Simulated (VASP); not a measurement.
Ir:

```xyz
1
Lattice="0.0000 1.9197 1.9197 1.9197 0.0000 1.9197 1.9197 1.9197 0.0000" Properties=species:S:1:pos:R:3 pbc="T T T"
Ir    0.0000    0.0000    0.0000
```

* Program: VASP 6.6.1
* Task: relaxation of cell and atoms
* Functional: r2SCAN
* Potentials or basis: VASP PAW PBE potentials, release 64 (Ir)
* Cutoff: 600 eV
* k mesh: 14 × 14 × 14
* Occupations: fermi-dirac, width 0.1 eV
* Spin: no spin polarisation

At the start: pressure 4.4 GPa; volume 14.15 Å³/atom.

Problem. Where does the relaxation end?

Solution. Over 3 steps the energy falls by 2.2 meV/atom and the volume is 14.31 Å³/atom (+1.2 %); space group Fm-3m (No. 225, to 0.05 Å).

Step by step:
```csv
step,energy change (eV),largest force (eV/Å),pressure (GPa),volume (Å³)
1,0.0000,0.0000,4.44,14.15
2,0.0300,0.0000,-14.97,14.97
3,-0.0022,0.0000,-0.11,14.31
```

Final structure:
```
Ir
1.0
     0.00000    1.92713    1.92713
     1.92713    0.00000    1.92713
     1.92713    1.92713    0.00000
Ir
1
Cartesian
  0.0000 0.0000 0.0000
```

Caveat: the PAW data sets were made with another functional, which shifts forces and pressure a little.
